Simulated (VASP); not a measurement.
Here is a VASP 6.6.1 calculation.

The input INCAR:

```
SYSTEM = MnAs
  PREC = Accurate
  ENCUT = 520
  EDIFF = 1E-6
  ISMEAR = 0
  SIGMA = 0.05
  LREAL = .FALSE.
  LASPH = .TRUE.
  NELM = 150
  ALGO = Normal
  ISIF = 2
  LWAVE = .FALSE.
  LCHARG = .TRUE.
  ISPIN = 2
  MAGMOM = 4.07 0
  LORBIT = 11
  LMAXMIX = 4
  GGA = PE
  LELF = .TRUE.
  LVHAR = .TRUE.
  NBANDS = 20
```

File KPOINTS:

```
regular mesh
0
G
  12 12 12
  0 0 0
```

POSCAR

```
MnAs
1.0
    0.0000000000      2.8945029552      2.8945029552
    2.8945029552      0.0000000000      2.8945029552
    2.8945029552      2.8945029552      0.0000000000
Mn As
1 1
Direct
    0.0000000000      0.0000000000      0.0000000000
    0.2500000000      0.2500000000      0.2500000000
```

Potentials or basis: VASP PAW PBE potentials, release 64 (Mn_pv, As).

Launch:

```bash
$ cat potpaw_PBE.64/Mn_pv/POTCAR potpaw_PBE.64/As/POTCAR > POTCAR
$ mpirun -np 1 vasp_std > vasp.out
```

**Question.** Estimate the pressure.

**Answer.** -2.1 GPa.

**Question.** Estimate the band gap on the k mesh.

**Answer.** Zero (filled and empty bands overlap).

Caveat: a cell with one magnetic atom can't hold antiferromagnetic order, which such compounds often take.
